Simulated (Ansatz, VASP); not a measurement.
**Two plane-wave programs on MnO**

Contents of INCAR:

```
SYSTEM = MnO
PREC = Accurate
ENCUT = 700
EDIFF = 1E-6
ISMEAR = 0
SIGMA = 0.05
LREAL = .False.
LASPH = .True.
NELM = 200
ALGO = Normal
ISIF = 2
LWAVE = .False.
LCHARG = .True.
ISPIN = 2
MAGMOM = 5 0
LORBIT = 11
LMAXMIX = 4
LDAU = .True.
LDAUTYPE = 2
LDAUL = 2 -1
LDAUU = 3.9 0
LDAUJ = 0 0
LDAUPRINT = 1
GGA = PE
LELF = .True.
LVHAR = .True.
NBANDS = 22
GGA_COMPAT = .False.
```

Contents of KPOINTS:

```
Automatic mesh
0
Gamma
  5 5 5
  0 0 0
```

The input POSCAR:

```
MnO
1.0
    1.5746100000      0.9091015100      2.5304666700
   -1.5746100000      0.9091015100      2.5304666700
    0.0000000000     -1.8182030100      2.5304666700
Mn O
1 1
Direct
    1.0000000000      0.0000000000      0.0000000000
    0.5000000000      0.5000000000      0.5000000000
```

Input for Ansatz:

```yaml
crystal:
  lattice:
    - [1.57461, 0.90910151, 2.53046667]
    - [-1.57461, 0.90910151, 2.53046667]
    - [0.0, -1.81820301, 2.53046667]
  atoms:
    - { symbol: Mn, position: [1.0, 0.0, 0.0], spin: 5.0 }
    - { symbol: O, position: [0.5, 0.5, 0.5] }
basis:
  ecutwfc: 420
  ecutrho_ratio: 4
kpoints:
  mp_grid: { grid: [5, 5, 5] }
hamiltonian:
  xc: pbe
  hubbard: { sites: [{ species: Mn, l: d, u_eff: 3.9 }] }
scf:
  occupations: { method: gaussian, width: 0.05 }
output:
  forces: true
  stress: true
  eigenvalues: true
  populations: true
  hubbard: { sites: [{ species: Mn, l: d }] }
magnetization:
  spin_polarized: true
```

Alike in both runs: task single point; functional PBE; k mesh 5 × 5 × 5; occupations gaussian, width 0.05 eV; collinear spin; Hubbard terms Mn d U = 3.9 eV.

```csv
,VASP,Ansatz
version,VASP 6.6.1,Ansatz 0.2.0
potentials or method,"VASP PAW PBE potentials, release 64 (Mn_sv, O), cutoff 700 eV","scalar-relativistic, plane waves, PAW"
valence electrons in the cell,21,21
```

```tsv
	VASP	Ansatz	Ansatz less VASP
gap on the k mesh at the Fermi level (eV)	0.35	0.32	-0.033
least direct gap on the mesh (eV)	2.74	2.60	-0.136
pressure (GPa)	8.3	11.3	+3.02
traceless stress, the component that is largest in VASP (GPa)	1.64	1.58	-0.062
net moment per atom (μB)	2.50	2.50	0.000
size of the moment on the site where the two differ most (μB)	4.50	4.27	-0.229
```

Site moments also hang on the region over which each program counts them. The programs project onto different local orbitals, so the same U acts differently, and such runs can settle in different states.

The k mesh is coarse, so the values compare programs but aren't converged.
